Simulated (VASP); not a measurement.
A run of VASP 6.6.1 is set up as follows.

The input INCAR:

```
SYSTEM = Na2Cl
ALGO     = Normal         ! electronic algorithm
EDIFF    = 1E-7           ! SCF threshold, eV
EDIFFG   = -0.01          ! ionic threshold
ENCUT    = 500            ! plane-wave cutoff, eV
GGA      = PS             ! functional
GGA_COMPAT= .False.      
IBRION   = 2              ! ionic algorithm
ISIF     = 3              ! what is computed and relaxed
ISMEAR   = -1             ! smearing method
LASPH    = .True.         ! aspherical terms in the spheres
LCHARG   = .False.        ! write CHGCAR
LREAL    = .False.        ! projectors in reciprocal space
LWAVE    = .False.        ! write WAVECAR
NELM     = 120            ! most SCF steps
NELMIN   = 4            
NSW      = 80             ! ionic steps
PREC     = Accurate       ! precision mode
SIGMA    = 0.02           ! smearing width, eV
```

The input KPOINTS:

```
k-points
0
Gamma
  6 6 6
  0 0 0
```

File POSCAR:

```
Na2Cl
1.0
    1.9673871900      1.1358715300      6.7290776100
   -1.9673871900      1.1358715300      6.7290776100
    0.0000000000     -2.2717430500      6.7290776100
Na Cl
2 1
Direct
    0.7510740000      0.7510740000      0.7510740000
    0.2489260000      0.2489260000      0.2489260000
    0.0000000000      0.0000000000      0.0000000000
```

Potentials or basis: VASP PAW PBE potentials, release 64 (Na_pv, Cl).

Run with:

```bash
$ cat potpaw_PBE.64/Na_pv/POTCAR potpaw_PBE.64/Cl/POTCAR > POTCAR
$ mpirun -np 1 vasp_std > vasp.out
```

Question: Estimate the relaxed volume.

Answer: 28.58 Å³/atom.

Question: What does it give for the space group after relaxing (to 0.05 Å)?

Answer: R-3m (No. 166).

Question: Predict the relaxed cell.

Answer: a = 7.025 Å, b = 7.025 Å, c = 7.025 Å, α = 31.85°, β = 31.85°, γ = 31.85°.

Forces in eV/Å, atoms in the order of the input:
```
Na   0.000  0.000  0.008
Na   0.000  0.000 -0.008
Cl   0.000  0.000  0.000
```

Caveat: the PAW data sets were made with another functional, which shifts forces and pressure a little; an odd number of electrons without spin polarisation forces a metal; a magnetic or distorted state may lie lower.
